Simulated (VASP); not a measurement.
RbYSc:

```
Rb Y Sc
1.0
     4.02597    0.00000    0.00000
     0.00000    4.02597    0.00000
     0.00000    0.00000    9.20632
Rb Y Sc
2 2 2
Cartesian
  2.0130 0.0000 6.2490
  0.0000 2.0130 2.9574
  0.0000 0.0000 0.0000
  2.0130 2.0130 0.0000
  0.0000 2.0130 7.9153
  2.0130 0.0000 1.2910
```

* Program: VASP 6.6.1
* Task: relaxation of cell and atoms
* Functional: PBE
* Potentials or basis: VASP PAW PBE potentials, release 64 (Rb_sv, Y_sv, Sc_sv)
* Cutoff: 600 eV
* k mesh: 4 × 4 × 2
* Occupations: gaussian, width 0.1 eV
* Spin: no spin polarisation

At the start: pressure 30.9 GPa; volume 24.87 Å³/atom.

Question: How do energy, volume and symmetry change on relaxing?

Answer: Over 22 steps the energy falls by 1820.6 meV/atom and the volume is 46.00 Å³/atom (+85.0 %); space group P4/nmm (No. 129, to 0.05 Å).

Step by step:
```csv
step,energy change (eV),largest force (eV/Å),pressure (GPa),volume (Å³)
1,0.0000,4.6052,30.85,149.22
2,-10.3395,1.0707,1.69,278.29
3,-10.5140,0.7199,0.38,298.33
4,-10.5360,0.5710,-0.12,307.71
5,-10.5354,0.5102,-0.32,311.68
6,-10.5781,0.4891,-0.33,309.79
7,-10.6978,0.3386,-0.39,304.04
8,-10.7844,0.2630,-0.48,292.19
9,-10.7913,0.1351,-0.47,295.52
10,-10.8072,0.2233,0.37,279.08
11,-10.8112,0.1951,0.10,284.03
12,-10.8232,0.1953,0.09,283.09
13,-10.8534,0.1950,0.06,280.15
14,-10.8758,0.3215,0.05,273.74
15,-10.8822,0.3061,0.06,273.40
16,-10.8976,0.2578,0.09,272.38
17,-10.9083,0.1541,0.18,270.29
18,-10.9086,0.1697,0.16,270.60
19,-10.9160,0.1330,0.09,272.55
20,-10.9231,0.0518,-0.07,276.89
21,-10.9231,0.0472,-0.08,277.13
22,-10.9236,0.0102,0.01,276.03
```

Final structure:
```
CELL_PARAMETERS angstrom
4.66810 0.00000 0.00000
0.00000 4.66810 0.00000
0.00000 0.00000 12.66688
ATOMIC_POSITIONS crystal
Rb 0.50000 0.00000 0.63410
Rb 0.00000 0.50000 0.36590
Y 0.00000 0.00000 0.00000
Y 0.50000 0.50000 0.00000
Sc 0.00000 0.50000 0.81233
Sc 0.50000 0.00000 0.18767
```

Caveat: the k points lie up to 0.34 Å⁻¹ apart in the final cell; the volume moved by over 15 % at a fixed basis, so the end points are rough.
